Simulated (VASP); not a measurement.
# TiO2 (P1) in VASP: notebook

The runs below take TiO2 through single point, with r2SCAN.

Program: VASP 6.6.1. These are calculated values, not measurements. Logs are shortened: lines on timing, memory, paths and dates and some standing lists are left out, and cuts for length are marked.

## Step 1: The cell of the first run

The typed cell holds 6 atoms: a = 3.825 Å, b = 3.818 Å, c = 5.516 Å, α = 110.82°, β = 111.06°, γ = 91.00°.

## Step 2: Single point, r2SCAN (atoms moved at random and the cell strained at random)

POSCAR reads:

```
TiO2
1.0
    2.6805548658     -2.7284128728     -0.0617389515
    2.6752617647      2.7231209861     -0.0543959535
   -2.7090875630      0.0090815493      4.8052823094
Ti O
2 4
Direct
    0.1219484995      0.8575515384      0.2362471605
    0.8755807488      0.1482181876      0.7558577591
    0.3540058329      0.0989456189      0.6738295210
    0.6731971283      0.9418963086      0.3216654504
    0.9681807552      0.6826863602      0.8467382601
    0.0640405078      0.3491038293      0.1745947979
```

INCAR.step1 reads:

```
PREC = Accurate
ENCUT = 520
ISMEAR = 0
SIGMA = 0.02
LREAL = F
LASPH = T
NELM = 80
NBANDS = 33
GGA = PE
ALGO = Normal
EDIFF = 1E-4
LWAVE = T
LCHARG = F
```

INCAR.step2 reads:

```
PREC = Accurate
ENCUT = 520
EDIFF = 1E-7
ISMEAR = 0
SIGMA = 0.02
LREAL = F
LASPH = T
NELM = 80
ALGO = Normal
ISIF = 2
LWAVE = F
LCHARG = T
METAGGA = R2SCAN
LMIXTAU = T
LELF = T
LVHAR = T
NBANDS = 33
ISTART = 1
```

KPOINTS reads:

```
regular mesh
0
Gamma
  6 6 6
```

Potentials or basis: VASP PAW PBE potentials, release 64 (Ti_sv, O).

The run is started by

```
> cat potpaw_PBE.64/Ti_sv/POTCAR potpaw_PBE.64/O/POTCAR > POTCAR
> cp INCAR.step1 INCAR
> mpirun -np 1 vasp_std > vasp.out
> cp INCAR.step2 INCAR
> mpirun -np 1 vasp_std > vasp.out
```

OUTCAR:

```text
PREC = Accurate
   ENCUT = 520
   EDIFF = 1E-7
   ISMEAR = 0
   LREAL = F
   LASPH = T
   NELM = 80
   ISIF = 2
   METAGGA = R2SCAN
   ISTART = 1

 ion  position               nearest neighbor table
   1  0.122  0.858  0.236-   6 1.84   5 1.86   4 1.94   4 1.98   6 2.02   3 2.08   2 2.87
   2  0.876  0.148  0.756-   3 1.87   5 1.91   6 1.99   5 2.02   3 2.03   4 2.06   1 2.87
   3  0.354  0.099  0.674-   2 1.87   2 2.03   1 2.08
   4  0.673  0.942  0.322-   1 1.94   1 1.98   2 2.06
   5  0.968  0.683  0.847-   1 1.86   2 1.91   2 2.02
   6  0.064  0.349  0.175-   1 1.84   2 1.99   1 2.02

  LATTYP: Found a triclinic cell.
 ALAT       =     3.8253657199
 B/A-ratio  =     1.4251033164
 C/A-ratio  =     2.4094441646
 COS(alpha) =     0.0003376943
 COS(beta)  =     0.6005099283
 COS(gamma) =     0.7139434816

  Lattice vectors:

 A1 = (  -2.6805548658,   2.7284128728,   0.0617389515)
 A2 = (  -0.0052931011,   5.4515338589,   0.0073429980)
 A3 = (  -8.0025456980,   0.0015022241,  -4.5730124994)

Analysis of symmetry for initial positions (statically):
=====================================================================
 Subroutine PRICEL returns:
 Original cell was already a primitive cell.

 Routine SETGRP: Setting up the symmetry group for a
 triclinic supercell.

 Subroutine GETGRP returns: Found  1 space group operations
 (whereof  1 operations were pure point group operations)
 out of a pool of  2 trial point group operations.

The static configuration has the point symmetry C_1 .

Analysis of symmetry for dynamics (positions and initial velocities):
=====================================================================
 Subroutine PRICEL returns:
 Original cell was already a primitive cell.

 Routine SETGRP: Setting up the symmetry group for a
 triclinic supercell.

 Subroutine GETGRP returns: Found  1 space group operations
 (whereof  1 operations were pure point group operations)
 out of a pool of  2 trial point group operations.

The dynamic configuration has the point symmetry C_1 .

 Subroutine INISYM returns: Found  1 space group operations
 (whereof  1 operations are pure point group operations),
 and found     1 'primitive' translations

----------------------------------------------------------------------------------------

                                     Primitive cell

  volume of cell :      69.2931

  direct lattice vectors                    reciprocal lattice vectors
[... 97 lines left out ...]
   EDIFFG = 0.1E-05   stopping-criterion for IOM
   NSW    =      0    number of steps for IOM
   IBRION =     -1    ionic relax: 0-MD 1-quasi-New 2-CG
   NFREE  =      0    steps in history (QN), initial steepest desc. (CG)
   ISIF   =      2    stress and relaxation
   ISYM   =      2    0-nonsym 1-usesym 2-fastsym
   POTIM  = 0.5000    time-step for ionic-motion
   TEBEG  =    0.0;   TEEND  =   0.0 temperature during run
   PSTRESS=    0.0 pullay stress
   NELECT =      48.0000    total number of electrons
   NUPDOWN=      -1.0000    fix difference up-down
   EMIN   =  10.00;   EMAX   =-10.00  energy-range for DOS
   EFERMI =   0.00;   METHOD = LEGACY
   ISMEAR =     0;   SIGMA  =   0.02  broadening in eV -4-tet -1-fermi 0-gaus
   EFERMI_NEDOS =   21; number of points for ismear=-14 and -15
   IALGO  =     38    algorithm
   IMIX   =      4    mixing-type and parameters
     AMIX     =   0.40;   BMIX     =  1.00
     AMIX_MAG =   1.60;   BMIX_MAG =  1.00
  volume/ion in A,a.u.               =      11.55        77.94
  Fermi-wavevector in a.u.,A,eV,Ry     =   1.448522  2.737310 28.547970  2.098217
  Thomas-Fermi vector in A             =   2.566353
   LORBIT       =      0    0 simple, 1 ext, 2 COOP (PROOUT), +10 PAW based schemes
   METAGGA = R2SCAN    functional components
   LHFCALC =     F    Hartree Fock is set to
   AEXX    =    0.0000 exact exchange contribution
   IVDW    =     0    specifies the selected vdW correction
   LEPSILON=     F    determine dielectric tensor
   LRPA    =     F    only Hartree local field effects (RPA)
 non-spin polarized calculation
 Gauss-broadening in eV      SIGMA  =   0.02
  energy-cutoff  :      520.00
  volume of cell :       69.29
 maximum number of plane-waves:      1885
   NGX = 15   NGY = 15   NGZ = 21

 number of electron      47.9999998 magnetization

 Free energy of the ion-electron system (eV)
  ---------------------------------------------------
  ext. energy  EPLUGINS =         0.00000000
  ---------------------------------------------------
  free energy    TOTEN  =       -69.60414289 eV

  energy without entropy =      -69.60414289  energy(sigma->0) =      -69.60414289

 E-fermi :   3.1381     XC(G=0): -11.3799

 val. band max:        3.0381024509   @ k =   0.5000   0.5000   0.0000
 cond. band min:       5.6158187074   @ k =   0.0000   0.0000   0.0000
 fundamental gap:      2.5777162565
 Fermi energy:         3.1380815428

 k-point     1 :       0.0000    0.0000    0.0000
  band No.  band energies     occupation
      1     -55.8547      2.00000
      2     -55.5231      2.00000
      3     -31.2022      2.00000
      4     -31.0353      2.00000
      5     -30.9843      2.00000
      6     -30.7423      2.00000
[... 853 lines left out ...]
     32       9.0732      0.00000
     33       9.5987      0.00000

 [... further k-points ...]

------------------------ aborting loop because EDIFF is reached ----------------------------------------

  FORCE on cell =-STRESS in cart. coord.  units (eV):
  Direction    XX          YY          ZZ          XY          YZ          ZX
  --------------------------------------------------------------------------------------
  -------------------------------------------------------------------------------------
  Total       -0.4913985     -1.3470500      0.0034026      2.4275620      0.4473977      1.2029295
  in kB      -11.3619835    -31.1461255      0.0786739     56.1294341     10.3446078     27.8138106
  external PRESSURE =     -14.1431450 kB  Pullay stress =       0.0000000 kB

 VOLUME and BASIS-vectors are now :
 -----------------------------------------------------------------------------
  energy-cutoff  :      520.00
  volume of cell :       69.29
      direct lattice vectors                 reciprocal lattice vectors
     2.680554866 -2.728412873 -0.061738951     0.188847823 -0.183395127  0.106813870
     2.675261765  2.723120986 -0.054395953     0.189199580  0.183475106  0.106318830
    -2.709087563  0.009081549  4.805282309     0.004568089 -0.000279342  0.210680211

 POSITION                                       TOTAL-FORCE (eV/Angst)
 -----------------------------------------------------------------------------------
      1.98105      2.00464      1.08106         0.567015      0.416489      1.855633
      0.69588     -1.97847      3.56999        -0.128609     -0.319676     -0.957800
     -0.61183     -0.69031      3.21070         0.071332     -0.270295     -0.132928
      3.45294      0.73106      1.45290        -0.631720      0.127865      0.921809
      2.12774     -0.77487      3.97191        -0.093603      0.271037     -1.147573
      0.63262      0.77751      0.81603         0.215585     -0.225420     -0.539141
 -----------------------------------------------------------------------------------
    total drift:                               -0.000341     -0.001035      0.015657

  FREE ENERGIE OF THE ION-ELECTRON SYSTEM (eV)
  ---------------------------------------------------
  free  energy   TOTEN  =       -69.6041428902 eV

  energy  without entropy=      -69.6041428902  energy(sigma->0) =      -69.60414289
```

OUTCAR.step1:

```text
PREC = Accurate
   ENCUT = 520
   ISMEAR = 0
   LREAL = F
[... 1105 lines left out ...]
     -0.61183     -0.69031      3.21070         0.078885     -0.267132     -0.050647
      3.45294      0.73106      1.45290        -0.566921      0.138392      0.823876
      2.12774     -0.77487      3.97191        -0.027790      0.228883     -1.195475
      0.63262      0.77751      0.81603         0.181730     -0.190752     -0.395277
 -----------------------------------------------------------------------------------
    total drift:                               -0.003319      0.000889      0.000013

  FREE ENERGIE OF THE ION-ELECTRON SYSTEM (eV)
  ---------------------------------------------------
  free  energy   TOTEN  =       -53.6360174619 eV

  energy  without entropy=      -53.6360174619  energy(sigma->0) =      -53.63601746
```

OSZICAR.step1:

```text
N       E                     dE             d eps       ncg     rms          rms(c)
DAV:   1     0.669072638337E+03    0.66907E+03   -0.24491E+04  7392   0.170E+03
DAV:   2     0.327578677908E+02   -0.63631E+03   -0.58949E+03  8125   0.514E+02
DAV:   3    -0.643358875149E+02   -0.97094E+02   -0.95539E+02  9934   0.191E+02
DAV:   4    -0.704624147337E+02   -0.61265E+01   -0.61137E+01 11267   0.456E+01
DAV:   5    -0.707560441244E+02   -0.29363E+00   -0.29360E+00  9493   0.745E+00    0.320E+01
DAV:   6    -0.539940274287E+02    0.16762E+02   -0.78342E+01 10485   0.894E+01    0.118E+01
DAV:   7    -0.539343077326E+02    0.59720E-01   -0.15770E+01  9969   0.349E+01    0.965E+00
DAV:   8    -0.536984755053E+02    0.23583E+00   -0.61307E-01  9698   0.788E+00    0.629E+00
DAV:   9    -0.537156655997E+02   -0.17190E-01   -0.89877E-01 10196   0.108E+01    0.272E+00
DAV:  10    -0.536413805278E+02    0.74285E-01   -0.32940E-01 10282   0.589E+00    0.735E-01
DAV:  11    -0.536380887195E+02    0.32918E-02   -0.15528E-02 10074   0.118E+00    0.454E-01
DAV:  12    -0.536362061655E+02    0.18826E-02   -0.17421E-02  8969   0.685E-01    0.140E-01
DAV:  13    -0.536360228001E+02    0.18337E-03   -0.13194E-03  8317   0.290E-01    0.314E-02
DAV:  14    -0.536360174619E+02    0.53381E-05   -0.92818E-05  4437   0.104E-01
   1 F= -.53636017E+02 E0= -.53636017E+02  d E =-.271019E-54
```

It took 13 min on 1 thread of Intel Xeon 6975P-C, shared host; peak memory 0.33 GiB.

What came out:

```
Free energy            : -69.6041 eV
Pressure               : -1.4 GPa
Largest force          : 1.985 eV/Å
Band gap on the k mesh : 2.58 eV, indirect (least direct gap 3.00 eV)
```

Forces on the atoms (eV/Å):
```
Ti   0.567  0.416  1.856
Ti  -0.129 -0.320 -0.958
O    0.071 -0.270 -0.133
O   -0.632  0.128  0.922
O   -0.094  0.271 -1.148
O    0.216 -0.225 -0.539
```

Caveat: the cell differs from its parent crystal (atoms moved at random and the cell strained at random); the PAW data sets were made with another functional, which shifts forces and pressure a little.

## Step 3: Single point, r2SCAN

POSCAR is that of step 2.

INCAR.step1 reads:

```
SYSTEM = TiO2
PREC = Accurate
ENCUT = 520
ISMEAR = 0
SIGMA = 0.02
LREAL = .False.
LASPH = .True.
NELM = 60
NBANDS = 33
GGA = PE
ALGO = Normal
EDIFF = 1E-4
LWAVE = .True.
LCHARG = .False.
```

INCAR.step2 reads:

```
SYSTEM = TiO2
PREC = Accurate
ENCUT = 520
EDIFF = 1E-6
ISMEAR = 0
SIGMA = 0.02
LREAL = .False.
LASPH = .True.
NELM = 60
ALGO = Normal
ISIF = 2
LWAVE = .False.
LCHARG = .False.
METAGGA = R2SCAN
LMIXTAU = .True.
NBANDS = 33
ISTART = 1
```

KPOINTS reads:

```
Automatic mesh
0
Gamma
  6 6 6
  0 0 0
```

Potentials or basis: VASP PAW PBE potentials, release 64 (Ti_sv, O).

The run is started by

```
> cat potpaw_PBE.64/Ti_sv/POTCAR potpaw_PBE.64/O/POTCAR > POTCAR
> cp INCAR.step1 INCAR
> mpirun -np 1 vasp_std > vasp.out
> cp INCAR.step2 INCAR
> mpirun -np 1 vasp_std > vasp.out
```

Wall time 13 min (1 thread of Intel Xeon 6975P-C, shared host); peak memory 0.33 GiB.

It converged, with:

```yaml
Free_energy: -69.6041 eV
Pressure: -1.4 GPa
Largest_force: 1.984 eV/Å
Band_gap_on_the_k_mesh: 2.58 eV, indirect (least direct gap 3.00 eV)
```

Forces on the atoms (eV/Å):
```
Ti   0.567  0.416  1.856
Ti  -0.129 -0.320 -0.958
O    0.071 -0.270 -0.133
O   -0.632  0.128  0.922
O   -0.094  0.271 -1.147
O    0.216 -0.225 -0.539
```

Stress tensor (GPa, compression positive):
```
-1.15  5.61  2.78
 5.61 -3.13  1.03
 2.78  1.03  0.00
```

Levels at points of the mesh, in eV from the valence-band top:
```tsv
k point	band 20	band 21	band 22	band 23	band 24	band 25	band 26	band 27	band 28	band 29
(0.00, 0.00, 0.00)	-1.06	-1.01	-0.88	-0.83	-0.47	2.58	3.17	4.02	4.05	4.14
(0.50, 0.00, 0.00)	-1.94	-1.72	-1.34	-1.03	-0.78	3.35	3.61	3.74	3.99	4.43
(0.00, 0.50, 0.00)	-2.14	-2.02	-1.00	-0.89	-0.66	3.30	3.51	3.65	4.23	4.46
(0.50, 0.50, 0.00)	-2.79	-2.20	-1.97	-0.32	0.00	3.32	3.76	4.01	4.26	4.86
(0.00, 0.00, 0.50)	-1.69	-1.37	-1.20	-0.54	-0.34	2.68	3.04	3.94	4.01	4.27
(0.50, 0.00, 0.50)	-2.18	-1.83	-1.33	-1.06	-0.85	3.38	3.78	3.94	4.13	4.45
(0.00, 0.50, 0.50)	-2.33	-1.72	-0.97	-0.93	-0.80	3.24	3.56	3.89	4.06	4.56
(0.50, 0.50, 0.50)	-2.79	-2.24	-1.93	-0.29	0.00	3.40	3.76	3.85	4.33	4.89
```

Caveat: the PAW data sets were made with another functional, which shifts forces and pressure a little.

## Step 4: Single point, r2SCAN

POSCAR is that of step 3.

INCAR.step1 reads:

```
  PREC = Accurate
  ENCUT = 910
  ISMEAR = 0
  SIGMA = 0.02
  LREAL = F
  LASPH = T
  NELM = 120
  NBANDS = 33
  GGA = PE
  ALGO = Normal
  EDIFF = 1E-5
  LWAVE = T
  LCHARG = F
  GGA_COMPAT = F
```

INCAR.step2 reads:

```
  PREC = Accurate
  ENCUT = 910
  EDIFF = 1E-6
  ISMEAR = 0
  SIGMA = 0.02
  LREAL = F
  LASPH = T
  NELM = 120
  ALGO = Normal
  ISIF = 2
  LWAVE = F
  LCHARG = F
  METAGGA = R2SCAN
  LMIXTAU = T
  NBANDS = 33
  ISTART = 1
  GGA_COMPAT = F
```

KPOINTS reads:

```
regular mesh
0
Gamma
  2 2 2
```

Potentials or basis: VASP PAW PBE potentials, release 64 (Ti_sv, O_h).

The run is started by

```
> cat potpaw_PBE.64/Ti_sv/POTCAR potpaw_PBE.64/O_h/POTCAR > POTCAR
> cp INCAR.step1 INCAR
> mpirun -np 1 vasp_std > vasp.out
> cp INCAR.step2 INCAR
> mpirun -np 1 vasp_std > vasp.out
```

Wall time 5.1 min (1 thread of AMD EPYC 7R43 (Zen 3), shared host); peak memory 0.26 GiB.

It converged, with:

```
Free energy            : -69.7245 eV
Pressure               : -2.6 GPa
Largest force          : 2.188 eV/Å
Band gap on the k mesh : 2.58 eV, indirect (least direct gap 3.03 eV)
```

Forces on the atoms (eV/Å):
```
Ti   0.547  0.054  2.118
Ti  -0.149 -0.163 -0.530
O    0.035 -0.320 -0.486
O   -0.515  0.232  1.016
O    0.044  0.129 -1.205
O    0.038  0.068 -0.913
```

Stress tensor (GPa, compression positive):
```
-4.86  5.94  2.72
 5.94 -6.84  0.94
 2.72  0.94  3.80
```

Levels at points of the mesh, in eV from the valence-band top:
```csv
k point,band 22,band 23,band 24,band 25,band 26,band 27
"(0.00, 0.00, 0.00)",-0.88,-0.83,-0.47,2.58,3.17,4.03
"(0.50, 0.00, 0.00)",-1.33,-1.02,-0.79,3.35,3.61,3.75
"(0.00, 0.50, 0.00)",-1.00,-0.91,-0.67,3.31,3.51,3.65
"(0.50, 0.50, 0.00)",-1.98,-0.33,0.00,3.33,3.77,4.02
"(0.00, 0.00, 0.50)",-1.20,-0.54,-0.35,2.68,3.03,3.94
"(0.50, 0.00, 0.50)",-1.32,-1.05,-0.85,3.39,3.79,3.94
"(0.00, 0.50, 0.50)",-0.98,-0.94,-0.81,3.24,3.57,3.90
"(0.50, 0.50, 0.50)",-1.94,-0.30,0.00,3.41,3.77,3.86
```

Caveat: the k points lie up to 0.89 Å⁻¹ apart; the cutoff is under 1.25 times the usual one of these potentials, so pressure, stress and relaxed cells hold a basis-set (Pulay) error; the PAW data sets were made with another functional, which shifts forces and pressure a little.
